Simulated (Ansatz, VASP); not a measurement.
# One calculation of La, two programs

Contents of INCAR:

```
PREC = Accurate
ENCUT = 600
EDIFF = 1E-6
ISMEAR = -1
SIGMA = 0.05
LREAL = False
LASPH = True
NELM = 60
ALGO = Normal
ISIF = 3
LWAVE = False
LCHARG = False
IBRION = 2
NSW = 60
EDIFFG = -0.005
```

File KPOINTS:

```
regular mesh
0
Gamma
  13 13 13
```

File POSCAR:

```
La
1.0
    3.2710862480      0.0000000000      0.0000000000
    0.0000000000      3.2710862480      0.0000000000
    0.0000000000      0.0000000000      3.2710862480
La
1
Direct
    0.0000000000      0.0000000000      0.0000000000
```

Input for Ansatz:

```yaml
crystal:
  lattice:
    - [3.271086248, 0.0, 0.0]
    - [0.0, 3.271086248, 0.0]
    - [0.0, 0.0, 3.271086248]
  atoms:
    - { symbol: La, position: [0.0, 0.0, 0.0] }
kpoints:
  mp_grid: { grid: [13, 13, 13] }
scf:
  occupations: { method: fermi_dirac, width: 0.05 }
hamiltonian:
  xc: lda
  pseudopotentials: { kind: paw }
output:
  forces: true
  stress: true
relax:
  f_tol: 0.005
  max_steps: 40
  cell: {}
```

Alike in both runs: task relaxation of cell and atoms; functional LDA; k mesh 13 × 13 × 13; occupations fermi-dirac, width 0.05 eV; no spin polarisation.

```csv
,VASP,Ansatz
version,VASP 6.6.1,Ansatz 0.2.0
potentials or method,"VASP PAW LDA potentials, release 64 (La)","PAW with Ansatz's default frozen-core files, scalar-relativistic"
plane-wave cutoff (eV),600,420
valence electrons in the cell,11,11
```

```tsv
	VASP	Ansatz	Ansatz less VASP
relaxed volume (Å³/atom)	31.90	32.03	+0.132
relaxed length of the cell vector where the two differ most in proportion (Å)	3.172	3.176	+0.0044
```

LDA's correlation is that of Perdew and Zunger in VASP and of Perdew and Wang (1992) in Ansatz.

Neither program's run includes spin-orbit coupling.
